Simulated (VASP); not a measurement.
Write the native input for VASP 6.6.1 that does the following.

```yaml
Task: single point
Functional: PBE
Potentials_or_basis: VASP PAW PBE potentials, release 64 (Ta_pv, Ag, S)
Cutoff: 520 eV
k_mesh: 6 × 6 × 4
Occupations: gaussian, width 0.1 eV
Spin: collinear spin
Starting_moments: "[1.0, 1.0, 0.0, 0.0] μB"
Dipole_correction: no
Further_INCAR_settings: ALGO = Normal; EDIFF = 1e-06; NBANDS = 29
```

The structure of TaAgS2 lies in POSCAR:

```
TaAgS2
1.0
    3.7791366900      0.0000000000      0.0000000000
   -1.8895683500      3.2728283800      0.0000000000
    0.0000000000      0.0000000000      5.8576618700
Ta Ag S
1 1 2
Direct
    0.0000000000      0.0000000000      0.5000000000
    0.0000000000      0.0000000000      0.0000000000
    0.3333333300      0.6666666700      0.2500000000
    0.6666666700      0.3333333300      0.7500000000
```

One way to write it, as run:

INCAR

```
SYSTEM = TaAgS2
PREC = Accurate
ENCUT = 520
EDIFF = 1E-6
ISMEAR = 0
SIGMA = 0.1
LREAL = .FALSE.
LASPH = .TRUE.
NELM = 150
ALGO = Normal
ISIF = 2
LWAVE = .FALSE.
LCHARG = .TRUE.
ISPIN = 2
MAGMOM = 1 1 0 0
LORBIT = 11
LMAXMIX = 4
GGA = PE
LELF = .TRUE.
LVHAR = .TRUE.
NBANDS = 29
```

KPOINTS

```
regular mesh
0
G
  6 6 4
  0 0 0
```

Potentials or basis: VASP PAW PBE potentials, release 64 (Ta_pv, Ag, S).

Launch:

```sh
$ cat potpaw_PBE.64/Ta_pv/POTCAR potpaw_PBE.64/Ag/POTCAR potpaw_PBE.64/S/POTCAR > POTCAR
$ mpirun -np 1 vasp_std > vasp.out
```

Results of the run:

The pressure is -2.2 GPa, the largest force is 1.682 eV/Å and the band gap on the k mesh is zero (filled and empty bands overlap). The net moment is 0.00 μB per cell and the valence electrons inside the program's atomic spheres are Ta 8.61; Ag 9.93; S 3.69.

Caveat: the stress differs along the axes, from -5 to 4 GPa; spin-orbit coupling is left out, which moves the levels of the heavy elements; forces of over 1 eV/Å act on the atoms, so gaps and moduli don't describe the material at rest.

It took 68 s on 1 thread of AMD EPYC 9R45 96-Core Processor (Zen 5) (shared host), peak memory 0.23 GiB.
